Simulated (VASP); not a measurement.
# Nb2Te: relaxation of cell and atoms with PBE

Crystal: Nb2Te.

```xyz
3
Lattice="5.0409 0.0000 0.0000 -2.5204 4.3655 0.0000 0.0000 0.0000 2.9447" Properties=species:S:1:pos:R:3 pbc="T T T"
Nb    0.0000    2.9104    1.4723
Nb    2.5204    1.4552    1.4723
Te    0.0000    0.0000    1.4723
```

| Quantity | Value |
| --- | --- |
| Program | VASP 6.6.1 |
| Task | relaxation of cell and atoms |
| Functional | PBE |
| Potentials or basis | VASP PAW PBE potentials, release 64 (Nb_sv, Te) |
| Cutoff | 600 eV |
| k mesh | 12 × 12 × 16 |
| Occupations | gaussian, width 0.1 eV |
| Spin | no spin polarisation |
| Dipole correction | no |
| Further INCAR settings | ALGO = Fast; EDIFF = 1e-06; IBRION = 2; EDIFFG = -0.01; NSW = 100; ISIF = 3 |

- Relaxed volume: 21.57 Å³/atom
- Relaxed cell: a = 5.059 Å, b = 5.059 Å, c = 2.919 Å, α = 90.00°, β = 90.00°, γ = 120.00°
- Space group after relaxing (to 0.05 Å): P6/mmm (No. 191)
- Energy gained by relaxing: 0.8 meV/atom
- Ionic steps: 10
- Pressure after relaxing: 0.0 GPa
- Band gap on the k mesh: zero (band 16 reaches 11.38 eV, above the bottom of band 17 at 9.42 eV)

The path:
| step | energy change (eV) | largest force (eV/Å) | pressure (GPa) | volume (Å³) |
| --- | --- | --- | --- | --- |
| 1 | 0.0000 | 0.0000 | 0.11 | 64.80 |
| 2 | -0.0019 | 0.0000 | -0.38 | 64.94 |
| 3 | -0.0019 | 0.0000 | -0.35 | 64.93 |
| 4 | -0.0019 | 0.0000 | -0.35 | 64.94 |
| 5 | -0.0021 | 0.0000 | 0.33 | 64.52 |
| 6 | -0.0023 | 0.0000 | 0.08 | 64.68 |
| 7 | -0.0023 | 0.0000 | 0.07 | 64.69 |
| 8 | -0.0023 | 0.0000 | -0.01 | 64.72 |
| 9 | -0.0023 | 0.0000 | 0.01 | 64.70 |
| 10 | -0.0023 | 0.0000 | -0.01 | 64.71 |

Final structure:
```
Nb Te
1.0
     5.05932    0.00000    0.00000
    -2.52966    4.38150    0.00000
     0.00000    0.00000    2.91912
Nb Te
2 1
Direct
  0.33333 0.66667 0.50000
  0.66667 0.33333 0.50000
  0.00000 0.00000 0.50000
```

Levels at points of the mesh, in eV from the Fermi level:
```
           k point  band 14  band 15  band 16  band 17  band 18  band 19
(0.00, 0.00, 0.00)    -1.09    -0.78    -0.78     1.68     1.68     3.04
(0.50, 0.00, 0.00)    -1.74    -1.24     0.80     1.16     1.22     1.45
(0.00, 0.00, 0.50)    -2.37    -0.56    -0.56     0.29     0.29     0.52
(0.50, 0.00, 0.50)    -1.56    -1.39    -1.03     0.35     0.67     1.74
```

Wall time 15 min on 1 thread of Intel(R) Xeon(R) 6975P-C (Granite Rapids) (shared host), peak memory 0.4 GiB.

Caveat: spin-orbit coupling is left out, which moves the levels of the heavy elements.
